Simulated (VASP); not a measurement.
**InP: vibrations by perturbation theory with LDA**

Crystal: InP.

```xyz
2
Lattice="0.0000 2.7276 2.7276 2.7276 0.0000 2.7276 2.7276 2.7276 0.0000" Properties=species:S:1:pos:R:3 pbc="T T T"
In    0.0000    0.0000    0.0000
P     2.7276    2.7276    2.7276
```

This cell differs from its parent crystal: phonons at volume x 1.02.

```
Program                : VASP 6.6.1
Task                   : vibrations by perturbation theory
Functional             : LDA
Potentials or basis    : VASP PAW LDA potentials, release 64 (In_d, P)
Cutoff                 : 520 eV
k mesh                 : 14 × 14 × 14
Occupations            : fermi-dirac, width 0.15 eV
Spin                   : no spin polarisation
Dipole correction      : no
Further INCAR settings : ALGO = Normal; EDIFF = 1e-08; IBRION = 8; NSW = 1
```

The highest phonon frequency at Γ, LO-TO splitting left out is 165 cm⁻¹.

Phonon frequencies in cm⁻¹ (negative: imaginary):
```csv
q point,frequencies
"(0.000, 0.000, 0.000)",0 0 0 165 165 165
```

Run time: 4.6 min on 1 thread of AMD EPYC 9R45 96-Core Processor (Zen 5), on a shared host, peak memory 0.36 GiB.

Caveat: the cell differs from its parent crystal (phonons at volume x 1.02); the cell wasn't relaxed at this level first, which shifts response properties.
